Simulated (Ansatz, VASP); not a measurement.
LiGa: VASP beside Ansatz

```xyz
4
Lattice="0.0000 3.0845 3.0537 3.0845 0.0000 3.0537 3.0845 3.0845 0.0000" Properties=species:S:1:pos:R:3 pbc="T T T"
Li    0.0000    0.0000    0.0000
Li    1.5422    1.5422    1.5268
Ga    3.0845    3.0845    3.0537
Ga    4.6267    4.6267    4.5805
```

Change from the starting cell: zz strain of -1 %, crystal datasets.

Alike in both runs: task electric field gradients; functional PBEsol; k mesh 12 × 12 × 12; occupations fermi-dirac, width 0.05 eV; no spin polarisation.

|  | VASP | Ansatz |
| --- | --- | --- |
| version | VASP 6.6.1 | Ansatz 0.2.0 |
| potentials or method | VASP PAW PBE potentials, release 64 (Li_sv, Ga_d), cutoff 520 eV | all-electron PAW with datasets made for the crystal, scalar-relativistic |

Ansatz gave:

- size of Vzz on the site where it differs most (V/Å²): 2.0

Problem. Which values does VASP return?

Solution. Size of Vzz on the site where it differs most (V/Å²): 1.9.

VASP's potentials were made for PBE, not for PBEsol. Ansatz ran all-electron here, and VASP with PAW potentials.

Noted on VASP's run: the cutoff is under 1.25 times that of the potentials, so the pressure is a little rough.
